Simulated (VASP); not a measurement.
Input of a VASP 6.6.1 run:

The input POSCAR:

```
HfB2
1.0
    3.1400000000      0.0000000000      0.0000000000
   -1.5700000000      2.7193197679      0.0000000000
    0.0000000000      0.0000000000      3.4800000000
Hf B
1 2
Direct
    0.0000000000      0.0000000000      0.0000000000
    0.6666666667      0.3333333333      0.5000000000
    0.3333333333      0.6666666667      0.5000000000
```

INCAR.step1

```
SYSTEM = HfB2
  PREC = Accurate
  ENCUT = 520
  EDIFF = 1E-5
  ISMEAR = -1
  SIGMA = 0.05
  LREAL = .False.
  LASPH = .True.
  NELM = 60
  ALGO = Normal
  ISIF = 2
  LWAVE = .True.
  GGA = PE
  NBANDS = 15
```

File INCAR.step2:

```
SYSTEM = HfB2
  PREC = Accurate
  ENCUT = 520
  EDIFF = 1E-6
  ISMEAR = -1
  SIGMA = 0.05
  LREAL = .False.
  LASPH = .True.
  NELM = 60
  ALGO = Normal
  ISIF = 2
  LWAVE = .False.
  LCHARG = .True.
  GGA = PS
  LHFCALC = .True.
  AEXX = 0.25
  HFSCREEN = 0.207
  PRECFOCK = Normal
  LELF = .True.
  LVHAR = .True.
  ISTART = 1
  NBANDS = 15
```

The input KPOINTS:

```
regular mesh
0
Gamma
  5 5 4
  0 0 0
```

Potentials or basis: VASP PAW PBE potentials, release 64 (Hf_pv, B).

Run with:

```console
$ cat potpaw_PBE.64/Hf_pv/POTCAR potpaw_PBE.64/B/POTCAR > POTCAR
$ cp INCAR.step1 INCAR
$ mpirun -np 1 vasp_std > vasp.out
$ cp INCAR.step2 INCAR
$ mpirun -np 1 vasp_std > vasp.out
```

(1) What does it give for the band gap on the k mesh?

(2) Predict the pressure.

## Answers

(1) zero (bands 8 and 9 overlap by 0.78 eV).

(2) -6.9 GPa.

Caveat: the k points lie up to 0.46 Å⁻¹ apart, too coarse for converged energies and pressures of a metal; the PAW data sets were made with another functional, which shifts forces and pressure a little; spin-orbit coupling is left out, which moves the levels of the heavy elements.
